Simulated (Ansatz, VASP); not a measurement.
**Ru: VASP beside Ansatz**

The input INCAR:

```
SYSTEM = Ru
PREC = Accurate ; ENCUT = 520
EDIFF = 1E-6 ; ISMEAR = -1
SIGMA = 0.03 ; LREAL = .FALSE.
LASPH = .TRUE. ; NELM = 80
ALGO = Normal ; ISIF = 2
LWAVE = .FALSE. ; LCHARG = .TRUE.
GGA = PE ; LELF = .TRUE.
LVHAR = .TRUE. ; NBANDS = 21
```

The input KPOINTS:

```
regular mesh
0
G
  6 6 3
  0 0 0
```

Contents of POSCAR:

```
Ru
1.0
    2.7058000000      0.0000000000      0.0000000000
   -1.3529000000      2.3432915376      0.0000000000
    0.0000000000      0.0000000000      4.2819000000
Ru
2
Direct
    0.6666666667      0.3333333333      0.7500000000
    0.3333333333      0.6666666667      0.2500000000
```

Contents of input.yaml:

```yaml
crystal:
  lattice:
    - [2.7058, 0.0, 0.0]
    - [-1.3529, 2.3432915376, 0.0]
    - [0.0, 0.0, 4.2819]
  atoms:
    - { symbol: Ru, position: [0.6666666667, 0.3333333333, 0.75] }
    - { symbol: Ru, position: [0.3333333333, 0.6666666667, 0.25] }
kpoints:
  mp_grid: { grid: [6, 6, 3] }
scf:
  occupations: { method: fermi_dirac, width: 0.03 }
hamiltonian:
  xc: pbe
  pseudopotentials: { kind: all_electron, lapw: { basis_error: 0.003 } }
output:
  forces: true
  stress: true
  eigenvalues: true
```

Alike in both runs: task single point; functional PBE; k mesh 6 × 6 × 3; occupations fermi-dirac, width 0.03 eV; no spin polarisation.

```csv
,VASP,Ansatz
version,VASP 6.6.1,Ansatz 0.2.0
potentials or method,"VASP PAW PBE potentials, release 64 (Ru_pv), cutoff 520 eV","all-electron LAPW, scalar-relativistic"
```

Ansatz gave:

| Item | Value |
| --- | --- |
| gap on the k mesh at the Fermi level (eV) | none |
| pressure (GPa) | 5.2 |
| traceless stress, the component that is largest in VASP (GPa) | -3.94 |

Estimate VASP's values.

gap on the k mesh at the Fermi level (eV): none; pressure (GPa): 5.2; traceless stress, the component that is largest in VASP (GPa): -3.90.

A gap of «none» marks a metal or a gap that the smearing closes. Ansatz ran all-electron here, and VASP with PAW potentials.

The k mesh is coarse, so the values compare programs but aren't converged.
